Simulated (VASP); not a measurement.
Wanted: the native input for a VASP 6.6.1 run.

```yaml
Task: density of states
Functional: PBE
Potentials_or_basis: VASP PAW PBE potentials, release 64 (Ti_sv, C)
Cutoff: 520 eV
k_mesh: 10 × 10 × 10
Occupations: gaussian, width 0.1 eV
Spin: no spin polarisation
Dipole_correction: no
k_mesh_for_the_DOS: 15 × 15 × 15
Occupations_for_the_DOS: tetrahedron
Further_INCAR_settings: ALGO = Normal; EDIFF = 1e-06; NBANDS = 39
```

Ti4C3:

```
Ti C
1.0
     4.31024    0.00000    0.00000
     0.00000    4.31024    0.00000
     0.00000    0.00000    4.31024
Ti C
4 3
Direct
  0.50000 0.00000 0.00000
  0.00000 0.50000 0.00000
  0.00000 0.00000 0.50000
  0.50000 0.50000 0.50000
  0.00000 0.50000 0.50000
  0.50000 0.00000 0.50000
  0.50000 0.50000 0.00000
```

One way to write it, as run:

POSCAR

```
Ti4C3
1.0
    4.3102352000      0.0000000000      0.0000000000
    0.0000000000      4.3102352000      0.0000000000
    0.0000000000      0.0000000000      4.3102352000
Ti C
4 3
Direct
    0.5000000000      0.0000000000      0.0000000000
    0.0000000000      0.5000000000      0.0000000000
    0.0000000000      0.0000000000      0.5000000000
    0.5000000000      0.5000000000      0.5000000000
    0.0000000000      0.5000000000      0.5000000000
    0.5000000000      0.0000000000      0.5000000000
    0.5000000000      0.5000000000      0.0000000000
```

INCAR.step1

```
SYSTEM = Ti4C3
PREC = Accurate ; ENCUT = 520
EDIFF = 1E-6 ; ISMEAR = 0
SIGMA = 0.1 ; LREAL = .FALSE.
LASPH = .TRUE. ; NELM = 80
ALGO = Normal ; ISIF = 2
LWAVE = .FALSE. ; LCHARG = .TRUE.
LMAXMIX = 4 ; GGA = PE
NBANDS = 39
```

KPOINTS.step1

```
regular mesh
0
G
  10 10 10
  0 0 0
```

INCAR.step2

```
SYSTEM = Ti4C3
PREC = Accurate ; ENCUT = 520
EDIFF = 1E-6 ; ISMEAR = -5
SIGMA = 0.1 ; LREAL = .FALSE.
LASPH = .TRUE. ; NELM = 80
ALGO = Normal ; ISIF = 2
LWAVE = .FALSE. ; LCHARG = .FALSE.
LMAXMIX = 4 ; GGA = PE
LORBIT = 11 ; NBANDS = 39
NEDOS = 1001 ; ICHARG = 11
```

KPOINTS.step2

```
regular mesh
0
G
  15 15 15
  0 0 0
```

Potentials or basis: VASP PAW PBE potentials, release 64 (Ti_sv, C).

Launch:

```sh
$ cat potpaw_PBE.64/Ti_sv/POTCAR potpaw_PBE.64/C/POTCAR > POTCAR
$ cp INCAR.step1 INCAR
$ cp KPOINTS.step1 KPOINTS
$ mpirun -np 1 vasp_std > vasp.out
$ cp INCAR.step2 INCAR
$ cp KPOINTS.step2 KPOINTS
$ mpirun -np 1 vasp_std > vasp.out
```

It gave:

```
Valence electrons inside the program's atomic spheres : Ti 10.32, 10.42; C 2.40
```

It took 3.7 min on 1 thread of AMD EPYC 9R45 96-Core Processor (Zen 5), on a shared host, peak memory 0.34 GiB.
